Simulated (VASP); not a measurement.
Set up this calculation in VASP 6.6.1, as the native input.

* Task: relaxation of cell and atoms
* Functional: r2SCAN
* Potentials or basis: VASP PAW PBE potentials, release 64 (Sb)
* Cutoff: 550 eV
* k mesh: 7 × 7 × 7
* Occupations: gaussian, width 0.05 eV
* Spin: no spin polarisation
* Dipole correction: no
* Further INCAR settings: ALGO = Normal; EDIFF = 1e-07; IBRION = 2; EDIFFG = -0.02; NSW = 80; ISIF = 3

The system is Sb.

```
Sb
1.0
     0.00000    2.47000    2.47000
     2.47000    0.00000    2.47000
     2.47000    2.47000    0.00000
Sb
1
Direct
  0.00000 0.00000 0.00000
```

This isn't the form of Sb at room conditions, which is rhombohedral.

These files were run (other wordings do the same):

POSCAR

```
Sb
1.0
    0.0000000000      2.4700000000      2.4700000000
    2.4700000000      0.0000000000      2.4700000000
    2.4700000000      2.4700000000      0.0000000000
Sb
1
Direct
    0.0000000000      0.0000000000      0.0000000000
```

INCAR.step1

```
SYSTEM = Sb
ALGO = Normal ; EDIFF = 1E-5
EDIFFG = -0.005 ; ENCUT = 550
GGA = PE ; GGA_COMPAT = .False.
IBRION = 2 ; ISIF = 3
ISMEAR = 0 ; LASPH = .True.
LCHARG = .False. ; LREAL = .False.
LWAVE = .True. ; NELM = 120
NELMIN = 4 ; NSW = 100
PREC = Accurate ; SIGMA = 0.05
```

INCAR.step2

```
SYSTEM = Sb
ALGO = Normal ; EDIFF = 1E-7
EDIFFG = -0.02 ; ENCUT = 550
GGA_COMPAT = .False. ; IBRION = 2
ISIF = 3 ; ISMEAR = 0
ISTART = 1 ; LASPH = .True.
LCHARG = .False. ; LMIXTAU = .True.
LREAL = .False. ; LWAVE = .False.
METAGGA = R2SCAN ; NELM = 120
NELMIN = 4 ; NSW = 80
PREC = Accurate ; SIGMA = 0.05
```

KPOINTS

```
k-points
0
Gamma
  7 7 7
  0 0 0
```

Potentials or basis: VASP PAW PBE potentials, release 64 (Sb).

Launch:

```sh
$ cat potpaw_PBE.64/Sb/POTCAR > POTCAR
$ cp INCAR.step1 INCAR
$ mpirun -np 1 vasp_std > vasp.out
$ cp INCAR.step2 INCAR
$ mpirun -np 1 vasp_std > vasp.out
```

It gave:

```
Relaxed volume                        : 26.62 Å³/atom
Relaxed cell                          : a = 3.352 Å, b = 3.352 Å, c = 3.352 Å, α = 60.00°, β = 60.00°, γ = 60.00°
Space group after relaxing (to 0.1 Å) : Fm-3m (No. 225)
Energy gained by relaxing             : 53.6 meV/atom
Ionic steps                           : 3
Pressure after relaxing               : -0.1 GPa
Band gap on the k mesh                : zero (an odd number of electrons rules out a gap without spin polarisation)
```

Caveat: the PAW data sets were made with another functional, which shifts forces and pressure a little; spin-orbit coupling is left out, which moves the levels of the heavy elements.

Run time: 36 s on 1 thread of Intel(R) Xeon(R) 6975P-C (Granite Rapids) (shared host), peak memory 0.17 GiB.
